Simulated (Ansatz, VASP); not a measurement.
**WS in VASP and in Ansatz**

```
W S
1.0
     3.18852    0.00000    0.00000
    -1.59426    2.76134    0.00000
     0.00000    0.00000   31.95067
W S
2 2
Direct
  0.33333 0.66667 0.23474
  0.33333 0.66667 0.76526
  0.66667 0.33333 0.28390
  0.66667 0.33333 0.71610
```

Alike in both runs: task single point; functional PBE; k mesh 9 × 9 × 1; occupations gaussian, width 0.05 eV; no spin polarisation.

```csv
,VASP,Ansatz
version,VASP 6.6.1,Ansatz 0.2.0
potentials or method,"VASP PAW PBE potentials, release 64 (W_sv, S), cutoff 520 eV","scalar-relativistic, plane waves, PAW"
valence electrons in the cell,40,40
```

Ansatz gave:

| Item | Value |
| --- | --- |
| gap on the k mesh at the Fermi level (eV) | 0.39 |
| least direct gap on the mesh (eV) | 0.88 |
| rms of the force components (eV/Å) | 0.415 |

Problem. Which values does VASP return?

Solution. gap on the k mesh at the Fermi level (eV): 0.39; least direct gap on the mesh (eV): 0.89; rms of the force components (eV/Å): 0.419.

Ansatz's warnings: xc potential rough in thin density.

Neither program's run includes spin-orbit coupling.
